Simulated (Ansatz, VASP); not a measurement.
**KTaO3 in VASP and in Ansatz**

```xyz
5
Lattice="3.5895 0.0000 0.0000 0.0000 3.9883 0.0000 0.0000 0.0000 3.9883" Properties=species:S:1:pos:R:3 pbc="T T T"
K     1.7947    1.9942    1.9942
Ta    0.0000    0.0000    0.0000
O     1.7947    0.0000    0.0000
O     0.0000    1.9942    0.0000
O     0.0000    0.0000    1.9942
```

Change from the starting cell: strain -0.1000 x Voigt [1, 0, 0, 0, 0, 0], atoms carried along.

Alike in both runs: task single point; functional r2SCAN; k mesh 6 × 6 × 6; occupations gaussian, width 0.05 eV; no spin polarisation.

|  | VASP | Ansatz |
| --- | --- | --- |
| version | VASP 6.6.1 | Ansatz 0.2.0 |
| potentials or method | VASP PAW PBE potentials, release 64 (K_sv, Ta_pv, O), cutoff 520 eV | scalar-relativistic, plane waves, PAW |
| valence electrons in the cell | 38 | 40 |

VASP gave:

| Item | Value |
| --- | --- |
| gap on the k mesh at the Fermi level (eV) | 2.62 |
| least direct gap on the mesh (eV) | 3.03 |
| pressure (GPa) | 35.8 |
| traceless stress, the component that is largest in VASP (GPa) | 47.01 |

**Question.** Estimate Ansatz's values.

**Answer.** gap on the k mesh at the Fermi level (eV): 2.65; least direct gap on the mesh (eV): 3.06; pressure (GPa): 34.1; traceless stress, the component that is largest in VASP (GPa): 46.33.

VASP's potentials were made for PBE, not for r2SCAN. Both programs put the cell under a high pressure, so it lies far from rest at this level. The functional is the same, so the differences come from potentials, cutoffs and numerics. VASP's potentials hold 38 valence electrons a cell and Ansatz's 40, so a difference there can come from the potentials and not from the codes.

Neither program's run includes spin-orbit coupling.
